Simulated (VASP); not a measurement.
# SiC (an interface model) in VASP: single point with PBEsol

Aim: the single point of SiC (an interface model) with PBEsol.

Program: VASP 6.6.1. These are calculated values, not measurements. Logs are shortened: lines on timing, memory, paths and dates and some standing lists are left out, and cuts for length are marked.

## Step 1: The cell of the first run

The cell holds layers of an interface, 24 atoms: a = 3.081 Å, b = 7.546 Å, c = 10.672 Å, α = 90.00°, β = 90.00°, γ = 90.00°.

## Step 2: Single point, PBEsol

The input, INCAR:

```
PREC = Accurate
ENCUT = 520
EDIFF = 1E-6
ISMEAR = 0
SIGMA = 0.05
LREAL = Auto
LASPH = True
NELM = 100
ALGO = Normal
ISIF = 2
LWAVE = False
LCHARG = False
GGA = PS
NBANDS = 66
```

The input, KPOINTS:

```
regular mesh
0
Gamma
  10 4 3
```

The input, POSCAR:

```
SiC
1.0
    3.0807515540      0.0000000000      0.0000000000
    0.0000000000      7.5462693316      0.0000000000
    0.0000000000      0.0000000000     10.6720364341
Si C
12 12
Direct
    0.0000000000      0.0000000000      0.0000000000
    0.0000000000      0.3333333333      0.3333333333
    0.0000000000      0.6666666667      0.1666666667
    0.5000000000      0.0000000000      0.2500000000
    0.5000000000      0.3333333333      0.0833333333
    0.5000000000      0.6666666667      0.4166666667
    1.0000000000      1.0000000000      0.5000000000
    0.5000000000      0.7500000000      0.7500000000
    0.5000000000      0.4166666667      0.9166666667
    0.0000000000      0.0833333333      0.8333333333
    0.5000000000      0.3333333333      0.5833333333
    0.0000000000      0.4166666667      0.6666666667
    0.5000000000      0.7500000000      0.2500000000
    0.5000000000      0.0833333333      0.0833333333
    0.5000000000      0.4166666667      0.4166666667
    1.0000000000      0.7500000000      0.0000000000
    0.0000000000      0.0833333333      0.3333333333
    0.0000000000      0.4166666667      0.1666666667
    0.0000000000      0.3333333333      0.8333333333
    0.0000000000      0.6666666667      0.6666666667
    0.5000000000      0.0833333333      0.5833333333
    0.5000000000      0.0000000000      0.7500000000
    1.0000000000      0.7500000000      0.5000000000
    0.5000000000      0.6666666667      0.9166666667
```

Potentials or basis: VASP PAW PBE potentials, release 64 (Si, C).

The run is started by

```
$ cat potpaw_PBE.64/Si/POTCAR potpaw_PBE.64/C/POTCAR > POTCAR
$ mpirun -np 1 vasp_std > vasp.out
```

OUTCAR:

```text
PREC = Accurate
   ENCUT = 520
   EDIFF = 1E-6
   ISMEAR = 0
   LREAL = Auto
   LASPH = True
   NELM = 100
   ISIF = 2
   GGA = PS

 ion  position               nearest neighbor table
   1  0.000  0.000  0.000-  14 1.89  14 1.89  16 1.89  10 1.89   5 3.08   5 3.08   3 3.08   4 3.08
                             4 3.08
   2  0.000  0.333  0.333-  18 1.89  17 1.89  15 1.89  15 1.89   4 3.08   4 3.08   7 3.08   3 3.08
                            11 3.08   5 3.08  11 3.08   5 3.08   6 3.08   6 3.08
   3  0.000  0.667  0.167-  13 1.89  13 1.89  18 1.89  16 1.89   4 3.08   4 3.08   1 3.08   2 3.08
                             6 3.08   6 3.08   5 3.08   5 3.08
   4  0.500  0.000  0.250-  17 1.89  17 1.89  13 1.89  14 1.89   2 3.08   2 3.08   3 3.08   3 3.08
                             5 3.08   6 3.08   7 3.08   1 3.08   7 3.08   1 3.08
   5  0.500  0.333  0.083-   9 1.89  14 1.89  18 1.89  18 1.89   1 3.08   1 3.08   4 3.08   2 3.08
                             2 3.08   3 3.08   3 3.08
   6  0.500  0.667  0.417-  23 1.89  23 1.89  15 1.89  13 1.89   7 3.08   7 3.08  11 3.08   4 3.08
                             3 3.08   3 3.08   2 3.08   2 3.08
   7  0.000  0.000  0.500-  21 1.89  21 1.89  23 1.89  17 1.89   6 3.08   6 3.08  11 3.08  11 3.08
                             2 3.08   4 3.08   4 3.08
   8  0.500  0.750  0.750-  20 1.89  20 1.89  22 1.89  24 1.89  10 3.08  10 3.08  12 3.08  12 3.08
                             9 3.08
   9  0.500  0.417  0.917-   5 1.89  24 1.89  19 1.89  19 1.89   8 3.08  12 3.08  12 3.08  10 3.08
                            10 3.08
  10  0.000  0.083  0.833-  22 1.89  22 1.89  19 1.89   1 1.89   8 3.08   8 3.08  12 3.08   9 3.08
                             9 3.08
  11  0.500  0.333  0.583-  15 1.89  21 1.89  12 1.89  12 1.89   7 3.08   7 3.08   6 3.08   2 3.08
                             2 3.08
  12  0.000  0.417  0.667-  19 1.89  20 1.89  11 1.89  11 1.89   8 3.08   8 3.08  10 3.08   9 3.08
                             9 3.08
  13  0.500  0.750  0.250-   3 1.89   3 1.89   4 1.89   6 1.89
  14  0.500  0.083  0.083-   1 1.89   1 1.89   5 1.89   4 1.89
  15  0.500  0.417  0.417-  11 1.89   6 1.89   2 1.89   2 1.89
  16  0.000  0.750  0.000-  24 1.89  24 1.89   1 1.89   3 1.89
  17  0.000  0.083  0.333-   4 1.89   4 1.89   2 1.89   7 1.89
  18  0.000  0.417  0.167-   2 1.89   3 1.89   5 1.89   5 1.89
  19  0.000  0.333  0.833-  12 1.89  10 1.89   9 1.89   9 1.89
  20  0.000  0.667  0.667-   8 1.89   8 1.89  12 1.89  23 1.89
  21  0.500  0.083  0.583-   7 1.89   7 1.89  11 1.89  22 1.89
  22  0.500  0.000  0.750-  10 1.89  10 1.89   8 1.89  21 1.89
  23  0.000  0.750  0.500-   6 1.89   6 1.89   7 1.89  20 1.89
  24  0.500  0.667  0.917-  16 1.89  16 1.89   9 1.89   8 1.89

  LATTYP: Found a simple orthorhombic cell.
 ALAT       =     3.0807515540
 B/A-ratio  =     2.4494897428
 C/A-ratio  =     3.4641016152

  Lattice vectors:

 A1 = (   3.0807515540,   0.0000000000,   0.0000000000)
 A2 = (   0.0000000000,   7.5462693316,   0.0000000000)
 A3 = (   0.0000000000,   0.0000000000,  10.6720364341)

Analysis of symmetry for initial positions (statically):
=====================================================================
 Subroutine PRICEL returns:
 Original cell was already a primitive cell.

 Routine SETGRP: Setting up the symmetry group for a
 simple orthorhombic supercell.

 Subroutine GETGRP returns: Found  2 space group operations
 (whereof  2 operations were pure point group operations)
 out of a pool of  8 trial point group operations.

The static configuration has the point symmetry C_1h.

Analysis of symmetry for dynamics (positions and initial velocities):
=====================================================================
 Subroutine PRICEL returns:
 Original cell was already a primitive cell.

 Routine SETGRP: Setting up the symmetry group for a
 simple orthorhombic supercell.

 Subroutine GETGRP returns: Found  2 space group operations
 (whereof  2 operations were pure point group operations)
 out of a pool of  8 trial point group operations.

The dynamic configuration has the point symmetry C_1h.

 Subroutine INISYM returns: Found  2 space group operations
 (whereof  2 operations are pure point group operations),
 and found     1 'primitive' translations

----------------------------------------------------------------------------------------

                                     Primitive cell

  volume of cell :     248.1054

  direct lattice vectors                    reciprocal lattice vectors
     3.080751554  0.000000000  0.000000000     0.324596120  0.000000000  0.000000000
     0.000000000  7.546269332  0.000000000     0.000000000  0.132515811  0.000000000
     0.000000000  0.000000000 10.672036434     0.000000000  0.000000000  0.093702829

[... 68 lines left out ...]
     0.000000000  0.033128953  0.000000000     0.000000000  0.250000000  0.000000000
     0.000000000  0.000000000  0.031234276     0.000000000  0.000000000  0.333333333

  Length of vectors
     0.032459612  0.033128953  0.031234276

  Shift w.r.t. Gamma in fractional coordinates (k-lattice)
     0.000000000  0.000000000  0.000000000

 Subroutine IBZKPT returns following result:
 ===========================================

 Found     42 irreducible k-points:

 Following reciprocal coordinates:
            Coordinates               Weight
  0.000000  0.000000  0.000000      1.000000
  0.100000  0.000000  0.000000      2.000000
  0.200000  0.000000  0.000000      2.000000
  0.300000  0.000000  0.000000      2.000000
  0.400000  0.000000  0.000000      2.000000
  0.500000  0.000000  0.000000      1.000000
[... 16 lines left out ...]
  0.400000  0.000000  0.333333      4.000000
  0.500000  0.000000  0.333333      2.000000
 [... further k-points ...]
   k-points           NKPTS =     42   k-points in BZ     NKDIM =     42   number of bands    NBANDS=     66
   number of dos      NEDOS =    301   number of ions     NIONS =     24
   total plane-waves  NPLWV = 107520
   dimension x,y,z NGX =    24 NGY =   56 NGZ =   80
   dimension x,y,z NGXF=    48 NGYF=  112 NGZF=  160
   ions per type =              12  12
   NGX,Y,Z   is equivalent  to a cutoff of  12.95, 12.34, 12.46 a.u.
   NGXF,Y,Z  is equivalent  to a cutoff of  25.90, 24.67, 24.92 a.u.
 SYSTEM =  unknown system
   PREC   = accura    normal or accurate (medium, high low for compatibility)
   ISTART =      0    job   : 0-new  1-cont  2-samecut
   ICHARG =      2    charge: 1-file 2-atom 10-const
   ISPIN  =      1    spin polarized calculation?
   LNONCOLLINEAR =      F non collinear calculations
   LSORBIT =      F    spin-orbit coupling
   LASPH  =      T    aspherical Exc in radial PAW
   ENCUT  =  520.0 eV  38.22 Ry    6.18 a.u.   5.73 14.03 19.84*2*pi/ulx,y,z
   NELM   =    100;   NELMIN=  2; NELMDL= -5     # of ELM steps
   EDIFF  = 0.1E-05   stopping-criterion for ELM
   LREAL  =      T    real-space projection
   EDIFFG = 0.1E-04   stopping-criterion for IOM
   NSW    =      0    number of steps for IOM
   IBRION =     -1    ionic relax: 0-MD 1-quasi-New 2-CG
   NFREE  =      0    steps in history (QN), initial steepest desc. (CG)
   ISIF   =      2    stress and relaxation
   ISYM   =      2    0-nonsym 1-usesym 2-fastsym
   POTIM  = 0.5000    time-step for ionic-motion
   TEBEG  =    0.0;   TEEND  =   0.0 temperature during run
   PSTRESS=    0.0 pullay stress
   NELECT =      96.0000    total number of electrons
   NUPDOWN=      -1.0000    fix difference up-down
   EMIN   =  10.00;   EMAX   =-10.00  energy-range for DOS
   EFERMI =   0.00;   METHOD = LEGACY
   ISMEAR =     0;   SIGMA  =   0.05  broadening in eV -4-tet -1-fermi 0-gaus
   EFERMI_NEDOS =   21; number of points for ismear=-14 and -15
   IALGO  =     38    algorithm
   IMIX   =      4    mixing-type and parameters
     AMIX     =   0.40;   BMIX     =  1.00
     AMIX_MAG =   1.60;   BMIX_MAG =  1.00
  volume/ion in A,a.u.               =      10.34        69.76
  Fermi-wavevector in a.u.,A,eV,Ry     =   1.192943  2.254336 19.362639  1.423114
  Thomas-Fermi vector in A             =   2.328970
   LORBIT       =      0    0 simple, 1 ext, 2 COOP (PROOUT), +10 PAW based schemes
   GGA     = PS    functional components
   LHFCALC =     F    Hartree Fock is set to
   AEXX    =    0.0000 exact exchange contribution
   IVDW    =     0    specifies the selected vdW correction
   LEPSILON=     F    determine dielectric tensor
   LRPA    =     F    only Hartree local field effects (RPA)
 non-spin polarized calculation
 Gauss-broadening in eV      SIGMA  =   0.05
  energy-cutoff  :      520.00
  volume of cell :      248.11
 maximum number of plane-waves:      6724
   NGX = 11   NGY = 29   NGZ = 39

 number of electron      95.9999995 magnetization

 Free energy of the ion-electron system (eV)
  ---------------------------------------------------
  ext. energy  EPLUGINS =         0.00000000
  ---------------------------------------------------
  free energy    TOTEN  =      -175.92529104 eV

  energy without entropy =     -175.92496388  energy(sigma->0) =     -175.92512746

 E-fermi :   9.6179     XC(G=0): -11.5128

 val. band max:        9.5717057760   @ k =   0.0000   0.0000   0.0000
 cond. band min:       9.6579909516   @ k =   0.5000   0.0000   0.0000
 fundamental gap:      0.0862851756
 Fermi energy:         9.6179344802

 k-point     1 :       0.0000    0.0000    0.0000
  band No.  band energies     occupation
      1      -7.4129      2.00000
      2      -6.3693      2.00000
      3      -6.2831      2.00000
      4      -5.4163      2.00000
      5      -5.2675      2.00000
      6      -4.5437      2.00000
[... 1501 lines left out ...]
     59      13.0198      0.00000
     60      13.1747      0.00000

 [... further k-points ...]

 [bands above 60 left out]

------------------------ aborting loop because EDIFF is reached ----------------------------------------

  FORCE on cell =-STRESS in cart. coord.  units (eV):
  Direction    XX          YY          ZZ          XY          YZ          ZX
  --------------------------------------------------------------------------------------
  -------------------------------------------------------------------------------------
  Total       25.3955358     13.7458719     36.7855691      0.0000000     -6.4482743      0.0000000
  in kB      163.9954070     88.7659893    237.5482225      0.0000000    -41.6406794      0.0000000
  external PRESSURE =     163.4365396 kB  Pullay stress =       0.0000000 kB

 VOLUME and BASIS-vectors are now :
 -----------------------------------------------------------------------------
  energy-cutoff  :      520.00
  volume of cell :      248.11
      direct lattice vectors                 reciprocal lattice vectors
     3.080751554  0.000000000  0.000000000     0.324596120  0.000000000  0.000000000
     0.000000000  7.546269332  0.000000000     0.000000000  0.132515811  0.000000000
     0.000000000  0.000000000 10.672036434     0.000000000  0.000000000  0.093702829

 POSITION                                       TOTAL-FORCE (eV/Angst)
 -----------------------------------------------------------------------------------
      0.00000      0.00000      0.00000         0.000000     -3.668046      9.796171
      0.00000      2.51542      3.55735         0.000000      0.157189      0.111801
      0.00000      5.03085      1.77867         0.000000     -0.398475     -0.153546
      1.54038      0.00000      2.66801         0.000000      0.023179      0.020904
      1.54038      2.51542      0.88934         0.000000     -3.406605     10.088408
      1.54038      5.03085      4.44668         0.000000     -0.262177      0.589751
[... 16 lines left out ...]
      0.00000      5.65970      5.33602         0.000000     -0.659419      1.699783
      1.54038      5.03085      9.78270         0.000000      1.774744      2.015846
 -----------------------------------------------------------------------------------
    total drift:                                0.000000     -0.000191      0.002893

  FREE ENERGIE OF THE ION-ELECTRON SYSTEM (eV)
  ---------------------------------------------------
  free  energy   TOTEN  =      -175.9252910446 eV

  energy  without entropy=     -175.9249638796  energy(sigma->0) =     -175.92512746
```

Wall time 6.2 min (1 thread of Intel Xeon 6975P-C (Granite Rapids), shared host); peak memory 0.56 GiB.

What came out:

| Quantity | Value |
| --- | --- |
| Free energy | -175.9253 eV |
| Pressure | 16.3 GPa |
| Largest force | 11.677 eV/Å |

Forces in eV/Å, atoms in the order of the input:
```
Si    0.000  -3.668   9.796
Si    0.000   0.157   0.112
Si    0.000  -0.398  -0.154
Si    0.000   0.023   0.021
Si    0.000  -3.407  10.088
Si    0.000  -0.262   0.590
Si    0.000  -0.183   0.894
Si    0.000   0.556  -0.711
Si    0.000   3.501  -9.808
Si    0.000   3.520 -10.695
Si    0.000  -6.874  -9.439
Si    0.000   6.815   9.342
C     0.000   0.158  -0.161
C     0.000  -0.377   0.540
C     0.000   0.088  -0.691
C     0.000  -1.736  -1.939
C     0.000  -0.038  -0.042
C     0.000   0.075   0.437
C     0.000   0.331   0.206
C     0.000   1.185  -1.650
C     0.000  -1.295   1.634
C     0.000   0.714  -2.086
C     0.000  -0.659   1.700
C     0.000   1.775   2.016
```

Stress tensor (GPa, compression positive):
```
16.40  0.00  0.00
 0.00  8.88 -4.16
 0.00 -4.16 23.75
```

Caveat: the PAW data sets were made with another functional, which shifts forces and pressure a little.
